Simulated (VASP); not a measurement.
# CdS (I4mm) in VASP: further runs, part 3 of 3

VASP 6.6.1.

## Step 4: Single point, r2SCAN

This run uses another cell than the first one, of 21.31 Å³/atom, 1.025 times its volume.

POSCAR

```
CdS
1.0
    0.0000000000      2.7724455593      2.7724455593
    2.7724455593      0.0000000000      2.7724455593
    2.7724455593      2.7724455593      0.0000000000
Cd S
1 1
Direct
   -0.0042461853      0.0042461853      0.0042461853
    0.5148886675      0.4851113325      0.4851113325
```

INCAR.step1

```
PREC     = Accurate       # precision mode
ENCUT    = 520            # plane-wave cutoff, eV
ISMEAR   = 0              # smearing method
SIGMA    = 0.05           # smearing width, eV
LREAL    = False          # projectors in reciprocal space
LASPH    = True           # aspherical terms in the spheres
NELM     = 80             # most SCF steps
NBANDS   = 16             # bands
GGA      = PE             # functional
ALGO     = Normal         # electronic algorithm
EDIFF    = 1E-4           # SCF threshold, eV
LWAVE    = True           # write WAVECAR
LCHARG   = False          # write CHGCAR
```

INCAR.step2

```
PREC     = Accurate       # precision mode
ENCUT    = 520            # plane-wave cutoff, eV
EDIFF    = 1E-6           # SCF threshold, eV
ISMEAR   = 0              # smearing method
SIGMA    = 0.05           # smearing width, eV
LREAL    = False          # projectors in reciprocal space
LASPH    = True           # aspherical terms in the spheres
NELM     = 80             # most SCF steps
ALGO     = Normal         # electronic algorithm
ISIF     = 2              # what is computed and relaxed
LWAVE    = False          # write WAVECAR
LCHARG   = False          # write CHGCAR
METAGGA  = R2SCAN         # meta-GGA
LMIXTAU  = True         
NBANDS   = 16             # bands
ISTART   = 1
```

KPOINTS

```
Automatic mesh
0
Gamma
  8 8 8
```

Potentials or basis: VASP PAW PBE potentials, release 64 (Cd, S).

Run with:

```
> cat potpaw_PBE.64/Cd/POTCAR potpaw_PBE.64/S/POTCAR > POTCAR
> cp INCAR.step1 INCAR
> mpirun -np 1 vasp_std > vasp.out
> cp INCAR.step2 INCAR
> mpirun -np 1 vasp_std > vasp.out
```

OUTCAR:

```text
PREC = Accurate
   ENCUT = 520
   EDIFF = 1E-6
   ISMEAR = 0
   LREAL = False
   LASPH = True
   NELM = 80
   ISIF = 2
   METAGGA = R2SCAN
   ISTART = 1

 ion  position               nearest neighbor table
   1  0.996  0.004  0.004-   2 2.67   2 2.77   2 2.77   2 2.77   2 2.77   2 2.88
   2  0.515  0.485  0.485-   1 2.67   1 2.77   1 2.77   1 2.77   1 2.77   1 2.88

  LATTYP: Found a face centered cubic cell.
 ALAT       =     5.5448911186

  Lattice vectors:

 A1 = (   0.0000000000,   2.7724455593,   2.7724455593)
 A2 = (   2.7724455593,   0.0000000000,   2.7724455593)
 A3 = (   2.7724455593,   2.7724455593,   0.0000000000)

Analysis of symmetry for initial positions (statically):
=====================================================================
 Subroutine PRICEL returns:
 Original cell was already a primitive cell.

 Routine SETGRP: Setting up the symmetry group for a
 face centered cubic supercell.

 Subroutine GETGRP returns: Found  8 space group operations
 (whereof  8 operations were pure point group operations)
 out of a pool of 48 trial point group operations.

The static configuration has the point symmetry C_4v.

Analysis of symmetry for dynamics (positions and initial velocities):
=====================================================================
 Subroutine PRICEL returns:
 Original cell was already a primitive cell.

 Routine SETGRP: Setting up the symmetry group for a
 face centered cubic supercell.

 Subroutine GETGRP returns: Found  8 space group operations
 (whereof  8 operations were pure point group operations)
 out of a pool of 48 trial point group operations.

The dynamic configuration has the point symmetry C_4v.

 Subroutine INISYM returns: Found  8 space group operations
 (whereof  8 operations are pure point group operations),
 and found     1 'primitive' translations

----------------------------------------------------------------------------------------

                                     Primitive cell

  volume of cell :      42.6206

  direct lattice vectors                    reciprocal lattice vectors
     0.000000000  2.772445559  2.772445559    -0.180346192  0.180346192  0.180346192
     2.772445559  0.000000000  2.772445559     0.180346192 -0.180346192  0.180346192
     2.772445559  2.772445559  0.000000000     0.180346192  0.180346192 -0.180346192

  length of vectors
     3.920830111  3.920830111  3.920830111     0.312368768  0.312368768  0.312368768

  position of ions in fractional coordinates (direct lattice)
     0.995753815  0.004246185  0.004246185
     0.514888668  0.485111332  0.485111332

  ion indices of the primitive-cell ions
   primitive index   ion index
                 1           1
                 2           2

----------------------------------------------------------------------------------------

 KPOINTS: Automatic mesh

Automatic generation of k-mesh.
 Grid dimensions read from file:
 generate k-points for:    8    8    8

 Generating k-lattice:

  Cartesian coordinates                     Fractional coordinates (reciprocal lattice)
    -0.022543274  0.022543274  0.022543274     0.125000000  0.000000000  0.000000000
     0.022543274 -0.022543274  0.022543274     0.000000000  0.125000000  0.000000000
     0.022543274  0.022543274 -0.022543274     0.000000000  0.000000000  0.125000000

  Length of vectors
     0.039046096  0.039046096  0.039046096

  Shift w.r.t. Gamma in fractional coordinates (k-lattice)
     0.000000000  0.000000000  0.000000000

 Subroutine IBZKPT returns following result:
 ===========================================

 Found     59 irreducible k-points:

 Following reciprocal coordinates:
            Coordinates               Weight
  0.000000  0.000000  0.000000      1.000000
  0.125000  0.000000  0.000000      8.000000
  0.250000  0.000000  0.000000      8.000000
  0.375000  0.000000  0.000000      8.000000
  0.500000  0.000000  0.000000      4.000000
  0.125000  0.125000  0.000000      4.000000
[... 16 lines left out ...]
  0.000000  0.375000  0.250000      8.000000
  0.500000  0.250000  0.000000     16.000000
 [... further k-points ...]
   k-points           NKPTS =     59   k-points in BZ     NKDIM =     59   number of bands    NBANDS=     16
   number of dos      NEDOS =    301   number of ions     NIONS =      2
   total plane-waves  NPLWV =  27000
   dimension x,y,z NGX =    30 NGY =   30 NGZ =   30
   dimension x,y,z NGXF=    60 NGYF=   60 NGZF=   60
   ions per type =               1   1
   NGX,Y,Z   is equivalent  to a cutoff of  12.72, 12.72, 12.72 a.u.
   NGXF,Y,Z  is equivalent  to a cutoff of  25.44, 25.44, 25.44 a.u.
 SYSTEM =  unknown system
   PREC   = accura    normal or accurate (medium, high low for compatibility)
   ISTART =      1    job   : 0-new  1-cont  2-samecut
   ICHARG =      0    charge: 1-file 2-atom 10-const
   ISPIN  =      1    spin polarized calculation?
   LNONCOLLINEAR =      F non collinear calculations
   LSORBIT =      F    spin-orbit coupling
   LASPH  =      T    aspherical Exc in radial PAW
   ENCUT  =  520.0 eV  38.22 Ry    6.18 a.u.   7.29  7.29  7.29*2*pi/ulx,y,z
   NELM   =     80;   NELMIN=  2; NELMDL=  0     # of ELM steps
   EDIFF  = 0.1E-05   stopping-criterion for ELM
   LREAL  =      F    real-space projection
   EDIFFG = 0.1E-04   stopping-criterion for IOM
   NSW    =      0    number of steps for IOM
   IBRION =     -1    ionic relax: 0-MD 1-quasi-New 2-CG
   NFREE  =      0    steps in history (QN), initial steepest desc. (CG)
   ISIF   =      2    stress and relaxation
   ISYM   =      2    0-nonsym 1-usesym 2-fastsym
   POTIM  = 0.5000    time-step for ionic-motion
   TEBEG  =    0.0;   TEEND  =   0.0 temperature during run
   PSTRESS=    0.0 pullay stress
   NELECT =      18.0000    total number of electrons
   NUPDOWN=      -1.0000    fix difference up-down
   EMIN   =  10.00;   EMAX   =-10.00  energy-range for DOS
   EFERMI =   0.00;   METHOD = LEGACY
   ISMEAR =     0;   SIGMA  =   0.05  broadening in eV -4-tet -1-fermi 0-gaus
   EFERMI_NEDOS =   21; number of points for ismear=-14 and -15
   IALGO  =     38    algorithm
   IMIX   =      4    mixing-type and parameters
     AMIX     =   0.40;   BMIX     =  1.00
     AMIX_MAG =   1.60;   BMIX_MAG =  1.00
  volume/ion in A,a.u.               =      21.31       143.81
  Fermi-wavevector in a.u.,A,eV,Ry     =   1.228267  2.321087 20.526277  1.508639
  Thomas-Fermi vector in A             =   2.363199
   LORBIT       =      0    0 simple, 1 ext, 2 COOP (PROOUT), +10 PAW based schemes
   METAGGA = R2SCAN    functional components
   LHFCALC =     F    Hartree Fock is set to
   AEXX    =    0.0000 exact exchange contribution
   IVDW    =     0    specifies the selected vdW correction
   LEPSILON=     F    determine dielectric tensor
   LRPA    =     F    only Hartree local field effects (RPA)
 non-spin polarized calculation
 Gauss-broadening in eV      SIGMA  =   0.05
  energy-cutoff  :      520.00
  volume of cell :       42.62
 maximum number of plane-waves:      1174
 NGX is ok and might be reduce to    30

 number of electron      18.0000000 magnetization

 Free energy of the ion-electron system (eV)
  ---------------------------------------------------
  ext. energy  EPLUGINS =         0.00000000
  ---------------------------------------------------
  free energy    TOTEN  =       -29.49885122 eV

  energy without entropy =      -29.49885122  energy(sigma->0) =      -29.49885122

 E-fermi :   2.5166     XC(G=0): -10.7384

 val. band max:        2.2589709472   @ k =   0.0000  -0.2500   0.1250
 cond. band min:       3.0127525426   @ k =   0.5000   0.5000   0.0000
 fundamental gap:      0.7537815953
 Fermi energy:         2.5165633576

 k-point     1 :       0.0000    0.0000    0.0000
  band No.  band energies     occupation
      1     -10.7326      2.00000
      2      -5.5209      2.00000
      3      -5.5088      2.00000
      4      -5.5088      2.00000
      5      -5.5012      2.00000
      6      -5.4986      2.00000
[... 8 lines left out ...]
     15      14.2478      0.00000
     16      14.3627      0.00000
[... 419 lines left out ...]
 k-point    24 :       0.5000    0.2500    0.0000
  band No.  band energies     occupation
      1      -9.8106      2.00000
      2      -5.6336      2.00000
      3      -5.5761      2.00000
      4      -5.4596      2.00000
      5      -5.3055      2.00000
      6      -5.1914      2.00000
[... 8 lines left out ...]
     15      16.4602      0.00000
     16      17.7905      0.00000

 [... further k-points ...]
[... 5 lines left out ...]
  --------------------------------------------------------------------------------------
  -------------------------------------------------------------------------------------
  Total       -0.6245317     -0.8828335     -0.8828335      0.0000000      0.0000000      0.0000000
  in kB      -23.4771837    -33.1871775    -33.1871775      0.0000000      0.0000000      0.0000000
  external PRESSURE =     -29.9505129 kB  Pullay stress =       0.0000000 kB

 VOLUME and BASIS-vectors are now :
 -----------------------------------------------------------------------------
  energy-cutoff  :      520.00
  volume of cell :       42.62
      direct lattice vectors                 reciprocal lattice vectors
     0.000000000  2.772445559  2.772445559    -0.180346192  0.180346192  0.180346192
     2.772445559  0.000000000  2.772445559     0.180346192 -0.180346192  0.180346192
     2.772445559  2.772445559  0.000000000     0.180346192  0.180346192 -0.180346192

 POSITION                                       TOTAL-FORCE (eV/Angst)
 -----------------------------------------------------------------------------------
      0.02354      2.77245      2.77245        -0.133258      0.000000      0.000000
      2.68989      2.77245      2.77245         0.133258      0.000000      0.000000
 -----------------------------------------------------------------------------------
    total drift:                               -0.000167      0.000001      0.000001

  FREE ENERGIE OF THE ION-ELECTRON SYSTEM (eV)
  ---------------------------------------------------
  free  energy   TOTEN  =       -29.4988512207 eV

  energy  without entropy=      -29.4988512207  energy(sigma->0) =      -29.49885122
```

It took 96 s on 1 thread of Intel Xeon 6975P-C (Granite Rapids), shared host; peak memory 0.19 GiB.

Results:

| Quantity | Value |
| --- | --- |
| Free energy | -29.4989 eV |
| Pressure | -3.0 GPa |
| Largest force | 0.133 eV/Å |
| Band gap on the k mesh | 0.75 eV, indirect (least direct gap 2.00 eV) |

Forces on the atoms (eV/Å):
```
Cd  -0.133  0.000  0.000
S    0.133  0.000  0.000
```

Caveat: the PAW data sets were made with another functional, which shifts forces and pressure a little.

## Step 5: Single point, r2SCAN

This run uses another cell than the first one, of 21.84 Å³/atom, 1.051 times its volume.

POSCAR

```
CdS
1.0
    0.0000000000      2.7950788809      2.7950788809
    2.7950788809      0.0000000000      2.7950788809
    2.7950788809      2.7950788809      0.0000000000
Cd S
1 1
Direct
   -0.0021230927      0.0021230927      0.0021230927
    0.5074443337      0.4925556663      0.4925556663
```

INCAR.step1

```
SYSTEM = CdS
PREC = Accurate ; ENCUT = 520
ISMEAR = 0 ; SIGMA = 0.05
LREAL = .FALSE. ; LASPH = .TRUE.
NELM = 80 ; NBANDS = 16
GGA = PE ; ALGO = Normal
EDIFF = 1E-4 ; LWAVE = .TRUE.
LCHARG = .FALSE.
```

INCAR.step2

```
SYSTEM = CdS
PREC = Accurate ; ENCUT = 520
EDIFF = 1E-6 ; ISMEAR = 0
SIGMA = 0.05 ; LREAL = .FALSE.
LASPH = .TRUE. ; NELM = 80
ALGO = Normal ; ISIF = 2
LWAVE = .FALSE. ; LCHARG = .FALSE.
METAGGA = R2SCAN ; LMIXTAU = .TRUE.
NBANDS = 16 ; ISTART = 1
```

KPOINTS

```
Automatic mesh
0
G
  8 8 8
  0 0 0
```

Run with:

```
> cat potpaw_PBE.64/Cd/POTCAR potpaw_PBE.64/S/POTCAR > POTCAR
> cp INCAR.step1 INCAR
> mpirun -np 1 vasp_std > vasp.out
> cp INCAR.step2 INCAR
> mpirun -np 1 vasp_std > vasp.out
```

Wall time 96 s (1 thread of Intel Xeon 6975P-C (Granite Rapids), shared host); peak memory 0.19 GiB.

It converged, with:

```yaml
Free_energy: -29.4778 eV
Pressure: -4.8 GPa
Largest_force: 0.042 eV/Å
Band_gap_on_the_k_mesh: 0.73 eV, indirect (least direct gap 1.84 eV)
```

Forces in eV/Å, atoms in the order of the input:
```
Cd  -0.042  0.000  0.000
S    0.042  0.000  0.000
```

Stress tensor (GPa, compression positive):
```
-4.60  0.00  0.00
 0.00 -4.82  0.00
 0.00  0.00 -4.82
```

Levels at points of the mesh, in eV from the valence-band top:
| k point | band 6 | band 7 | band 8 | band 9 | band 10 | band 11 | band 12 | band 13 |
| --- | --- | --- | --- | --- | --- | --- | --- | --- |
| (0.00, 0.00, 0.00) | -7.73 | -0.61 | -0.61 | -0.61 | 1.24 | 9.69 | 9.69 | 9.70 |
| (0.50, 0.00, 0.00) | -7.57 | -4.55 | -0.01 | 0.00 | 4.10 | 6.49 | 6.50 | 6.95 |
| (0.50, 0.50, 0.00) | -6.92 | -3.86 | -1.90 | -1.90 | 0.73 | 6.50 | 10.25 | 11.69 |
| (0.00, 0.50, 0.50) | -6.92 | -3.87 | -1.90 | -1.90 | 0.73 | 6.51 | 10.26 | 11.69 |

Caveat: the PAW data sets were made with another functional, which shifts forces and pressure a little.

## Step 6: The runs side by side

| cell | gap on the mesh (eV) | pressure (GPa) | largest force (eV/Å) |
| --- | --- | --- | --- |
| a = 3.888 Å, angles 60.0°, 2 atoms | 0.76 | -1.2 | 0.17 |
| a = 3.921 Å, angles 60.0°, 2 atoms | 0.75 | -3.0 | 0.13 |
| a = 3.953 Å, angles 60.0°, 2 atoms | 0.73 | -4.8 | 0.04 |

Some of these runs hold the atoms at other places in the same cell, which the table doesn't show; runs alike in all that it shows share one row.

Alike in all rows: task single point; level r2SCAN; potentials or basis VASP PAW PBE potentials, release 64 (Cd, S); no spin polarisation; k mesh 8 × 8 × 8; cutoff (eV) 520; smearing gaussian 0.05 eV.

Caveats: the PAW data sets were made with another functional, which shifts forces and pressure a little.

Total energies depend on the potentials used, so only differences within one code and one set of settings carry meaning.
